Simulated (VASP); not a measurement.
Runs of VASP 6.6.1 on Ir. The structure is that of space group P6_3/mmc (No. 194), or close to it. The cells are those of the table. 

| task | cell | cutoff (eV) | gap on the mesh (eV) | pressure (GPa) |
| --- | --- | --- | --- | --- |
| relaxation of cell and atoms | relaxed to 5 GPa from a = 2.710, b = 2.710, c = 4.425 Å, angles 90.0, 90.0, 120.0°, 2 atoms | 600 | none | 5.2 |
| single point | a = 2.736, b = 2.736, c = 4.478 Å, angles 90.0, 90.0, 120.0°, 2 atoms | 520 | none | (a) |
| single point | a = 2.690, b = 2.690, c = 4.403 Å, angles 90.0, 90.0, 120.0°, 2 atoms | 520 | none | 20.8 |
| single point | a = 2.712, b = 2.712, c = 4.438 Å, angles 90.0, 90.0, 120.0°, 2 atoms | 520 | none | 10.6 |
| relaxation of cell and atoms | relaxed to 10 GPa from a = 2.710, b = 2.710, c = 4.425 Å, angles 90.0, 90.0, 120.0°, 2 atoms | 600 | none | 9.9 |
| relaxation of cell and atoms | relaxed from a = 2.710, b = 2.710, c = 4.425 Å, angles 90.0, 90.0, 120.0°, 2 atoms | 600 | none | 0.0 |
| relaxation of cell and atoms | relaxed to 20 GPa from a = 2.710, b = 2.710, c = 4.425 Å, angles 90.0, 90.0, 120.0°, 2 atoms | 600 | none | 20.1 |
| single point | a = 2.723, b = 2.723, c = 4.458 Å, angles 90.0, 90.0, 120.0°, 2 atoms | 520 | none | 5.5 |

Alike in all rows: level PBE; potentials or basis VASP PAW PBE potentials, release 64 (Ir); no spin polarisation; k mesh 7 × 7 × 4; smearing methfessel-paxton 0.05 eV.

Fill in the values left out.

(a) 0.5.

Caveats: all runs use coarse meshes; spin-orbit coupling is left out, which moves the levels of the heavy elements; the cell is relaxed towards a set pressure, so the enthalpy falls and the energy may rise (some runs).

A k mesh can miss the band edges, and the runs leave out spin-orbit coupling on Ir.

A gap of «none» marks levels without a gap at the run's occupations.
